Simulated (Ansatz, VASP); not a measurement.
YHg: VASP beside Ansatz

```
CELL_PARAMETERS angstrom
3.68200 -0.01841 -0.01841
-0.01841 3.68200 -0.01841
-0.01841 -0.01841 3.68200
ATOMIC_POSITIONS crystal
Y 0.50000 0.50000 0.50000
Hg 0.00000 0.00000 0.00000
```

Change from the starting cell: equal xy, yz and zx shear strains of -1 %, crystal datasets.

Alike in both runs: task electric field gradients; functional LDA; k mesh 11 × 11 × 11; occupations fermi-dirac, width 0.08 eV; no spin polarisation.

|  | VASP | Ansatz |
| --- | --- | --- |
| version | VASP 6.6.1 | Ansatz 0.2.0 |
| potentials or method | VASP PAW LDA potentials, release 64 (Y_sv, Hg), cutoff 520 eV | all-electron PAW with datasets made for the crystal, scalar-relativistic |

|  | VASP | Ansatz | Ansatz less VASP |
| --- | --- | --- | --- |
| pressure (GPa) | -3.3 | -3.5 | -0.20 |
| traceless stress, the component that is largest in VASP (GPa) | 0.36 | 0.35 | -0.010 |
| size of Vzz on the site where it differs most (V/Å²) | 0.4 | 4.9 | +4.55 |

LDA's correlation is that of Perdew and Zunger in VASP and of Perdew and Wang (1992) in Ansatz. Ansatz ran all-electron here, and VASP with PAW potentials.

Spin-orbit coupling is off throughout.
